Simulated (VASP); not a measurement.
A run of VASP 6.6.1 is set up as follows.

Contents of INCAR:

```
PREC = Accurate
ENCUT = 520
EDIFF = 1E-6
ISMEAR = 0
SIGMA = 0.05
LREAL = F
LASPH = T
NELM = 100
ALGO = Normal
ISIF = 2
LWAVE = F
LCHARG = T
GGA = PS
LELF = T
LVHAR = T
NBANDS = 22
```

The input KPOINTS:

```
regular mesh
0
Gamma
  6 6 4
```

Contents of POSCAR:

```
F
1.0
    3.6463215400     -2.1546580300      0.0000000000
    3.6463215400      2.1546580300      0.0000000000
    0.0000000000      0.0000000000      6.4713618900
F
4
Direct
    0.9125420000      0.0874580000      0.0960130000
    0.5874580000      0.4125420000      0.5960130000
    0.4125420000      0.5874580000      0.4039870000
    0.0874580000      0.9125420000      0.9039870000
```

Potentials or basis: VASP PAW PBE potentials, release 64 (F).

Launch:

```bash
$ cat potpaw_PBE.64/F/POTCAR > POTCAR
$ mpirun -np 1 vasp_std > vasp.out
```

(1) What does it give for the largest force?

(2) Estimate the band gap on the k mesh.

## Answers

(1) 1.319 eV/Å.

(2) 2.75 eV.

Caveat: the cell differs from its parent crystal (strain +0.030 along x and y, +0.015 along z); the PAW data sets were made with another functional, which shifts forces and pressure a little.
